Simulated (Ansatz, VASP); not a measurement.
**One calculation of Ir, two programs**

INCAR

```
PREC = Accurate ; ENCUT = 520
EDIFF = 1E-7 ; ISMEAR = 0
SIGMA = 0.15 ; LREAL = False
LASPH = True ; NELM = 80
ALGO = Normal ; ISIF = 2
LWAVE = False ; LCHARG = False
GGA = CA ; NBANDS = 10
```

File KPOINTS:

```
Automatic mesh
0
Gamma
  8 8 8
```

POSCAR

```
Ir
1.0
    0.0000000000      1.9738042925      1.8158999491
    1.9738042925      0.0000000000      1.8158999491
    1.9738042925      1.9738042925      0.0000000000
Ir
1
Direct
    0.0000000000      0.0000000000      0.0000000000
```

Input for Ansatz:

```yaml
crystal:
  lattice:
    - [0.0, 1.9738042925, 1.8158999491]
    - [1.9738042925, 0.0, 1.8158999491]
    - [1.9738042925, 1.9738042925, 0.0]
  atoms:
    - { symbol: Ir, position: [0.0, 0.0, 0.0] }
basis:
  ecutwfc: 420
kpoints:
  mp_grid: { grid: [8, 8, 8] }
hamiltonian:
  xc: lda
scf:
  occupations: { method: gaussian, width: 0.15 }
output:
  forces: true
  stress: true
  eigenvalues: true
```

Alike in both runs: task single point; functional LDA; k mesh 8 × 8 × 8; occupations gaussian, width 0.15 eV; no spin polarisation.

|  | VASP | Ansatz |
| --- | --- | --- |
| version | VASP 6.6.1 | Ansatz 0.2.0 |
| potentials or method | VASP PAW LDA potentials, release 64 (Ir), cutoff 520 eV | scalar-relativistic, plane waves, PAW |
| valence electrons in the cell | 9 | 17 |

```tsv
	VASP	Ansatz	Ansatz less VASP
gap on the k mesh at the Fermi level (eV)	none	none	-
pressure (GPa)	-3.2	-5.5	-2.35
traceless stress, the component that is largest in VASP (GPa)	18.42	18.63	+0.216
```

LDA's correlation is that of Perdew and Zunger in VASP and of Perdew and Wang (1992) in Ansatz. A gap of «none» marks a metal or a gap that the smearing closes. VASP's potentials hold 9 valence electrons a cell and Ansatz's 17, so a difference there can come from the potentials and not from the codes.

Spin-orbit coupling is off throughout.
